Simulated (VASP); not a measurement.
# Ir3Ru2 (P-3m1) in VASP: further runs

Runs on Ir3Ru2. Level: PBE. Tasks: single point, relaxation of cell and atoms.

Program: VASP 6.6.1. These are calculated values, not measurements. Logs are shortened: lines on timing, memory, paths and dates and some standing lists are left out, and cuts for length are marked.

**1. The cell of the first run**

It takes space group P-3m1 (No. 164, trigonal). The conventional cell has a = 2.734 Å, b = 2.734 Å, c = 21.439 Å, α = 90.00°, β = 90.00°, γ = 120.00°. Within 3.5 Å of Ru (site symmetry 3m) lie 3 Ir at 2.66 Å and 9 Ru at 2.66 to 2.73 Å. Within 3.5 Å of Ru (site symmetry 3m) lie 9 Ru at 2.66 to 2.73 Å and 3 Ir at 2.66 Å. Within 3.5 Å of Ir (site symmetry 3m) lie 3 Ru at 2.66 Å and 9 Ir at 2.66 to 2.73 Å. Ir (site symmetry 3m) has 3 Ru at 2.66 Å and 9 Ir at 2.66 to 2.73 Å within 3.5 Å. Within 3.5 Å of Ir (site symmetry 3m) lie 12 Ir at 2.66 to 2.73 Å.

**2. Single point, PBE**

File INCAR:

```
SYSTEM = Ir3Ru2
PREC = Accurate
ENCUT = 520
EDIFF = 1E-7
ISMEAR = 0
SIGMA = 0.1
LREAL = .FALSE.
LASPH = .TRUE.
NELM = 80
ALGO = Normal
ISIF = 2
LWAVE = .FALSE.
LCHARG = .FALSE.
GGA = PE
NBANDS = 66
```

File KPOINTS:

```
regular mesh
0
G
  6 6 1
  0 0 0
```

File POSCAR:

```
Ir3Ru2
1.0
    2.7339499100      0.0000000000      0.0000000000
   -1.3669749600      2.3676700800      0.0000000000
    0.0000000000      0.0000000000     21.4392485100
Ru Ir
4 6
Direct
    0.3333333300      0.6666666700      0.1500000000
    0.3333333300      0.6666666700      0.7500000000
    0.6666666700      0.3333333300      0.2500000000
    0.6666666700      0.3333333300      0.8500000000
    0.3333333300      0.6666666700      0.9500000000
    0.3333333300      0.6666666700      0.3500000000
    0.3333333300      0.6666666700      0.5500000000
    0.6666666700      0.3333333300      0.0500000000
    0.6666666700      0.3333333300      0.4500000000
    0.6666666700      0.3333333300      0.6500000000
```

Potentials or basis: VASP PAW PBE potentials, release 64 (Ru_pv, Ir).

Run with:

```
$ cat potpaw_PBE.64/Ru_pv/POTCAR potpaw_PBE.64/Ir/POTCAR > POTCAR
$ mpirun -np 1 vasp_std > vasp.out
```

OUTCAR:

```text
SYSTEM = Ir3Ru2
   PREC = Accurate
   ENCUT = 520
   EDIFF = 1E-7
   ISMEAR = 0
   LREAL = .FALSE.
   LASPH = .TRUE.
   NELM = 80
   ISIF = 2
   GGA = PE

 ion  position               nearest neighbor table
   1  0.333  0.667  0.150-   3 2.66   8 2.66   3 2.66   8 2.66   3 2.66   8 2.66
   2  0.333  0.667  0.750-   4 2.66  10 2.66   4 2.66  10 2.66   4 2.66  10 2.66
   3  0.667  0.333  0.250-   1 2.66   6 2.66   1 2.66   6 2.66   1 2.66   6 2.66
   4  0.667  0.333  0.850-   2 2.66   5 2.66   2 2.66   5 2.66   2 2.66   5 2.66
   5  0.333  0.667  0.950-   8 2.66   4 2.66   8 2.66   4 2.66   8 2.66   4 2.66
   6  0.333  0.667  0.350-   3 2.66   9 2.66   3 2.66   9 2.66   3 2.66   9 2.66
   7  0.333  0.667  0.550-   9 2.66  10 2.66   9 2.66  10 2.66   9 2.66  10 2.66
   8  0.667  0.333  0.050-   5 2.66   1 2.66   5 2.66   1 2.66   5 2.66   1 2.66
   9  0.667  0.333  0.450-   7 2.66   6 2.66   7 2.66   6 2.66   7 2.66   6 2.66
  10  0.667  0.333  0.650-   2 2.66   7 2.66   2 2.66   7 2.66   2 2.66   7 2.66

  LATTYP: Found a hexagonal cell.
 ALAT       =     2.7339499100
 C/A-ratio  =     7.8418585621

  Lattice vectors:

 A1 = (   2.7339499100,   0.0000000000,   0.0000000000)
 A2 = (  -1.3669749600,   2.3676700800,   0.0000000000)
 A3 = (   0.0000000000,   0.0000000000,  21.4392485100)

Analysis of symmetry for initial positions (statically):
=====================================================================
 Subroutine PRICEL returns:
 Original cell was already a primitive cell.

 Routine SETGRP: Setting up the symmetry group for a
 hexagonal supercell.

 Subroutine GETGRP returns: Found 12 space group operations
 (whereof 12 operations were pure point group operations)
 out of a pool of 24 trial point group operations.

The static configuration has the point symmetry D_3d.

Analysis of symmetry for dynamics (positions and initial velocities):
=====================================================================
 Subroutine PRICEL returns:
 Original cell was already a primitive cell.

 Routine SETGRP: Setting up the symmetry group for a
 hexagonal supercell.

 Subroutine GETGRP returns: Found 12 space group operations
 (whereof 12 operations were pure point group operations)
 out of a pool of 24 trial point group operations.

The dynamic configuration has the point symmetry D_3d.

 Subroutine INISYM returns: Found 12 space group operations
 (whereof 12 operations are pure point group operations),
 and found     1 'primitive' translations

----------------------------------------------------------------------------------------

                                     Primitive cell

  volume of cell :     138.7782

  direct lattice vectors                    reciprocal lattice vectors
     2.733949910  0.000000000  0.000000000     0.365771149  0.211178072  0.000000000
    -1.366974960  2.367670080  0.000000000     0.000000000  0.422356142  0.000000000
     0.000000000  0.000000000 21.439248510     0.000000000  0.000000000  0.046643426

  length of vectors
     2.733949910  2.733949917 21.439248510     0.422356143  0.422356142  0.046643426

  position of ions in fractional coordinates (direct lattice)
     0.333333330  0.666666670  0.150000000
     0.333333330  0.666666670  0.750000000
     0.666666670  0.333333330  0.250000000
     0.666666670  0.333333330  0.850000000
     0.333333330  0.666666670  0.950000000
     0.333333330  0.666666670  0.350000000
     0.333333330  0.666666670  0.550000000
     0.666666670  0.333333330  0.050000000
     0.666666670  0.333333330  0.450000000
     0.666666670  0.333333330  0.650000000

  ion indices of the primitive-cell ions
   primitive index   ion index
                 1           1
                 2           2
                 3           3
                 4           4
                 5           5
                 6           6
                 7           7
                 8           8
                 9           9
                10          10

----------------------------------------------------------------------------------------

 KPOINTS: regular mesh

Automatic generation of k-mesh.
 Grid dimensions read from file:
 generate k-points for:    6    6    1

 Generating k-lattice:

  Cartesian coordinates                     Fractional coordinates (reciprocal lattice)
     0.060961858  0.035196345  0.000000000     0.166666667  0.000000000  0.000000000
     0.000000000  0.070392690  0.000000000     0.000000000  0.166666667  0.000000000
     0.000000000  0.000000000  0.046643426     0.000000000  0.000000000  1.000000000

  Length of vectors
     0.070392690  0.070392690  0.046643426

  Shift w.r.t. Gamma in fractional coordinates (k-lattice)
     0.000000000  0.000000000  0.000000000

 Subroutine IBZKPT returns following result:
 ===========================================

 Found      7 irreducible k-points:

 Following reciprocal coordinates:
            Coordinates               Weight
  0.000000  0.000000  0.000000      1.000000
  0.166667  0.000000  0.000000      6.000000
  0.333333  0.000000  0.000000      6.000000
  0.500000 -0.000000  0.000000      3.000000
  0.166667  0.166667  0.000000      6.000000
  0.333333  0.166667  0.000000     12.000000
  0.333333  0.333333  0.000000      2.000000
   k-points           NKPTS =      7   k-points in BZ     NKDIM =      7   number of bands    NBANDS=     66
   number of dos      NEDOS =    301   number of ions     NIONS =     10
   total plane-waves  NPLWV =  64000
   dimension x,y,z NGX =    20 NGY =   20 NGZ =  160
   dimension x,y,z NGXF=    40 NGYF=   40 NGZF=  320
   ions per type =               4   6
   NGX,Y,Z   is equivalent  to a cutoff of  12.16, 12.16, 12.41 a.u.
   NGXF,Y,Z  is equivalent  to a cutoff of  24.32, 24.32, 24.81 a.u.
 SYSTEM =  Ir3Ru2
   PREC   = accura    normal or accurate (medium, high low for compatibility)
   ISTART =      0    job   : 0-new  1-cont  2-samecut
   ICHARG =      2    charge: 1-file 2-atom 10-const
   ISPIN  =      1    spin polarized calculation?
   LNONCOLLINEAR =      F non collinear calculations
   LSORBIT =      F    spin-orbit coupling
   LASPH  =      T    aspherical Exc in radial PAW
   ENCUT  =  520.0 eV  38.22 Ry    6.18 a.u.   5.08  5.08 39.86*2*pi/ulx,y,z
   NELM   =     80;   NELMIN=  2; NELMDL= -5     # of ELM steps
   EDIFF  = 0.1E-06   stopping-criterion for ELM
   LREAL  =      F    real-space projection
   EDIFFG = 0.1E-05   stopping-criterion for IOM
   NSW    =      0    number of steps for IOM
   IBRION =     -1    ionic relax: 0-MD 1-quasi-New 2-CG
   NFREE  =      0    steps in history (QN), initial steepest desc. (CG)
   ISIF   =      2    stress and relaxation
   ISYM   =      2    0-nonsym 1-usesym 2-fastsym
   POTIM  = 0.5000    time-step for ionic-motion
   TEBEG  =    0.0;   TEEND  =   0.0 temperature during run
   PSTRESS=    0.0 pullay stress
   NELECT =     110.0000    total number of electrons
   NUPDOWN=      -1.0000    fix difference up-down
   EMIN   =  10.00;   EMAX   =-10.00  energy-range for DOS
   EFERMI =   0.00;   METHOD = LEGACY
   ISMEAR =     0;   SIGMA  =   0.10  broadening in eV -4-tet -1-fermi 0-gaus
   EFERMI_NEDOS =   21; number of points for ismear=-14 and -15
   IALGO  =     38    algorithm
   IMIX   =      4    mixing-type and parameters
     AMIX     =   0.40;   BMIX     =  1.00
     AMIX_MAG =   1.60;   BMIX_MAG =  1.00
  volume/ion in A,a.u.               =      13.88        93.65
  Fermi-wavevector in a.u.,A,eV,Ry     =   1.515067  2.863062 31.231212  2.295429
  Thomas-Fermi vector in A             =   2.624641
   LORBIT       =      0    0 simple, 1 ext, 2 COOP (PROOUT), +10 PAW based schemes
   GGA     = PE    functional components
   LHFCALC =     F    Hartree Fock is set to
   AEXX    =    0.0000 exact exchange contribution
   IVDW    =     0    specifies the selected vdW correction
   LEPSILON=     F    determine dielectric tensor
   LRPA    =     F    only Hartree local field effects (RPA)
 non-spin polarized calculation
 Gauss-broadening in eV      SIGMA  =   0.10
  energy-cutoff  :      520.00
  volume of cell :      138.78
 maximum number of plane-waves:      3759
   NGX = 11   NGY = 11   NGZ = 79

 number of electron     110.0000029 magnetization

 Free energy of the ion-electron system (eV)
  ---------------------------------------------------
  ext. energy  EPLUGINS =         0.00000000
  ---------------------------------------------------
  free energy    TOTEN  =       -89.44206071 eV

  energy without entropy =      -89.39020791  energy(sigma->0) =      -89.41613431

 E-fermi :  11.5356     XC(G=0): -14.0534

 val. band max:       11.5204238927   @ k =   0.3333   0.0000   0.0000
 cond. band min:      11.6023862202   @ k =   0.3333   0.3333   0.0000
 fundamental gap:      0.0819623276
 Fermi energy:        11.5355803825

 k-point     1 :       0.0000    0.0000    0.0000
  band No.  band energies     occupation
      1     -32.0809      2.00000
      2     -32.0808      2.00000
      3     -31.5417      2.00000
      4     -31.5416      2.00000
      5     -31.3933      2.00000
      6     -31.3933      2.00000
[... 58 lines left out ...]
     65      11.8061      0.00013
     66      11.8068      0.00013

 k-point     2 :       0.1667    0.0000    0.0000
  band No.  band energies     occupation
      1     -32.0370      2.00000
      2     -32.0370      2.00000
      3     -31.6364      2.00000
      4     -31.6363      2.00000
      5     -31.4842      2.00000
      6     -31.4842      2.00000
[... 58 lines left out ...]
     65      12.2400      0.00000
     66      12.4607      0.00000

 k-point     3 :       0.3333    0.0000    0.0000
  band No.  band energies     occupation
      1     -32.0012      2.00000
      2     -32.0012      2.00000
      3     -31.9373      2.00000
      4     -31.9373      2.00000
      5     -31.7164      2.00000
      6     -31.7164      2.00000
[... 265 lines left out ...]
     65      14.5297      0.00000
     66      14.9387      0.00000

 k-point     7 :       0.3333    0.3333    0.0000
  band No.  band energies     occupation
      1     -31.9403      2.00000
      2     -31.9403      2.00000
      3     -31.9292      2.00000
      4     -31.9292      2.00000
      5     -31.9032      2.00000
      6     -31.9032      2.00000
[... 58 lines left out ...]
     65      16.9196      0.00000
     66      16.9196      0.00000

------------------------ aborting loop because EDIFF is reached ----------------------------------------

  FORCE on cell =-STRESS in cart. coord.  units (eV):
  Direction    XX          YY          ZZ          XY          YZ          ZX
  --------------------------------------------------------------------------------------
  -------------------------------------------------------------------------------------
  Total        9.2093528      9.2093528      9.9089468     -0.0000000      0.0000000      0.0000000
  in kB      106.3208386    106.3208391    114.3975658     -0.0000002      0.0000000      0.0000000
  external PRESSURE =     109.0130811 kB  Pullay stress =       0.0000000 kB

 VOLUME and BASIS-vectors are now :
 -----------------------------------------------------------------------------
  energy-cutoff  :      520.00
  volume of cell :      138.78
      direct lattice vectors                 reciprocal lattice vectors
     2.733949910  0.000000000  0.000000000     0.365771149  0.211178072  0.000000000
    -1.366974960  2.367670080  0.000000000     0.000000000  0.422356142  0.000000000
     0.000000000  0.000000000 21.439248510     0.000000000  0.000000000  0.046643426

 POSITION                                       TOTAL-FORCE (eV/Angst)
 -----------------------------------------------------------------------------------
     -0.00000      1.57845      3.21589        -0.000000      0.000000      0.721416
     -0.00000      1.57845     16.07944         0.000000      0.000000      0.653657
      1.36697      0.78922      5.35981        -0.000000      0.000000     -0.653657
      1.36697      0.78922     18.22336         0.000000      0.000000     -0.721416
     -0.00000      1.57845     20.36729        -0.000000     -0.000000     -0.847872
     -0.00000      1.57845      7.50374        -0.000000     -0.000000     -0.852622
     -0.00000      1.57845     11.79159        -0.000000      0.000000     -0.017820
      1.36697      0.78922      1.07196         0.000000      0.000000      0.847872
      1.36697      0.78922      9.64766         0.000000     -0.000000      0.017820
      1.36697      0.78922     13.93551         0.000000      0.000000      0.852622
 -----------------------------------------------------------------------------------
    total drift:                                0.000000     -0.000000     -0.000000

  FREE ENERGIE OF THE ION-ELECTRON SYSTEM (eV)
  ---------------------------------------------------
  free  energy   TOTEN  =       -89.4420607095 eV

  energy  without entropy=      -89.3902079086  energy(sigma->0) =      -89.41613431
```

Run time: 3.5 min. Hardware: 1 thread of Intel Xeon Platinum 8375C at 2.90GHz (Ice Lake), shared host; peak memory 0.27 GiB.

What came out:

- Free energy: -89.4421 eV
- Pressure: 10.9 GPa
- Largest force: 0.853 eV/Å
- Band gap on the k mesh: zero (bands 55 and 56 overlap by 2.67 eV)

Forces on the atoms (eV/Å):
```
Ru   0.000  0.000  0.721
Ru   0.000  0.000  0.654
Ru   0.000  0.000 -0.654
Ru   0.000  0.000 -0.721
Ir   0.000  0.000 -0.848
Ir   0.000  0.000 -0.853
Ir   0.000  0.000 -0.018
Ir   0.000  0.000  0.848
Ir   0.000  0.000  0.018
Ir   0.000  0.000  0.853
```

Caveat: the k points lie up to 0.44 Å⁻¹ apart, too coarse for converged energies and pressures of a metal; spin-orbit coupling is left out, which moves the levels of the heavy elements.

**3. Single point, PBE**

This run uses another cell than the first one, of 14.27 Å³/atom.

File INCAR:

```
PREC = Accurate
ENCUT = 520
EDIFF = 1E-6
ISMEAR = 0
SIGMA = 0.1
LREAL = False
LASPH = True
NELM = 60
ALGO = Fast
ISIF = 2
LWAVE = False
LCHARG = True
GGA = PE
LELF = True
LVHAR = True
NBANDS = 66
```

File KPOINTS:

```
Automatic mesh
0
Gamma
  6 6 1
```

File POSCAR:

```
Ir3Ru2
1.0
    2.7604793030      0.0000000029      0.0000000000
   -1.3802396540      2.3906452016      0.0000000000
    0.0000000000      0.0000000000     21.6284801070
Ru Ir
4 6
Direct
    0.3333333333      0.6666666667      0.1512497693
    0.3333333333      0.6666666667      0.7527405390
    0.6666666667      0.3333333333      0.2472594610
    0.6666666667      0.3333333333      0.8487502307
    0.3333333333      0.6666666667      0.9482726285
    0.3333333333      0.6666666667      0.3464044877
    0.3333333333      0.6666666667      0.5509916627
    0.6666666667      0.3333333333      0.0517273715
    0.6666666667      0.3333333333      0.4490083373
    0.6666666667      0.3333333333      0.6535955123
```

Potentials or basis: VASP PAW PBE potentials, release 64 (Ru_pv, Ir).

Run with:

```
$ cat potpaw_PBE.64/Ru_pv/POTCAR potpaw_PBE.64/Ir/POTCAR > POTCAR
$ mpirun -np 1 vasp_std > vasp.out
```

Run time: 4.1 min. Hardware: 1 thread of Intel Xeon Platinum 8375C at 2.90GHz (Ice Lake), shared host; peak memory 0.31 GiB.

The run converged. Its results:

- Free energy: -89.6983 eV
- Pressure: 0.3 GPa
- Largest force: 0.051 eV/Å
- Band gap on the k mesh: zero (bands 55 and 56 overlap by 2.61 eV)

Forces on the atoms (eV/Å):
```
Ru   0.000  0.000  0.028
Ru   0.000  0.000  0.051
Ru   0.000  0.000 -0.051
Ru   0.000  0.000 -0.028
Ir   0.000  0.000 -0.026
Ir   0.000  0.000  0.023
Ir   0.000  0.000  0.021
Ir   0.000  0.000  0.026
Ir   0.000  0.000 -0.021
Ir   0.000  0.000 -0.023
```

Stress tensor (GPa, compression positive):
```
0.26 0.00 0.00
0.00 0.26 0.00
0.00 0.00 0.40
```

Levels at points of the mesh, in eV from the Fermi level:
```csv
k point,band 53,band 54,band 55,band 56,band 57,band 58,band 59,band 60,band 61,band 62
"(0.00, 0.00, 0.00)",-1.58,-1.57,-1.57,-1.37,-0.82,-0.57,-0.57,-0.57,0.19,0.24
"(0.50, 0.00, 0.00)",0.91,0.97,1.03,1.08,1.10,1.14,1.19,1.32,1.32,1.43
```

Caveat: the k points lie up to 0.44 Å⁻¹ apart, too coarse for converged energies and pressures of a metal; spin-orbit coupling is left out, which moves the levels of the heavy elements.

(Part 1 of 2 ends here.)
